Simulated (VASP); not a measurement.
A run of VASP 6.6.1 is set up as follows.

INCAR

```
SYSTEM = Se
PREC = Accurate
ENCUT = 520
EDIFF = 1E-7
ISMEAR = -1
SIGMA = 0.2
LREAL = .FALSE.
LASPH = .TRUE.
NELM = 100
ALGO = Normal
ISIF = 2
LWAVE = .FALSE.
LCHARG = .TRUE.
GGA = CA
LELF = .TRUE.
LVHAR = .TRUE.
NBANDS = 13
```

Contents of KPOINTS:

```
regular mesh
0
G
  5 5 4
  0 0 0
```

POSCAR

```
Se
1.0
    2.1548770000     -6.1339470000      0.0000000000
    2.1548770000      6.1339470000      0.0000000000
    0.0000000000      0.0000000000      4.4504940000
Se
2
Direct
    0.8612900000      0.1387100000      0.7500000000
    0.1387100000      0.8612900000      0.2500000000
```

Potentials or basis: VASP PAW LDA potentials, release 64 (Se).

Launch:

```bash
$ cat potpaw_LDA.64/Se/POTCAR > POTCAR
$ mpirun -np 1 vasp_std > vasp.out
```

Task: What does it give for the pressure?

Result: -5.0 GPa.

Task: What does it give for the band gap on the k mesh?

Result: Zero (bands 6 and 7 overlap by 0.44 eV).

Forces in eV/Å, atoms in the order of the input:
```
Se   0.000  0.092  0.000
Se   0.000 -0.092  0.000
```

Caveat: the cell stands under tension.
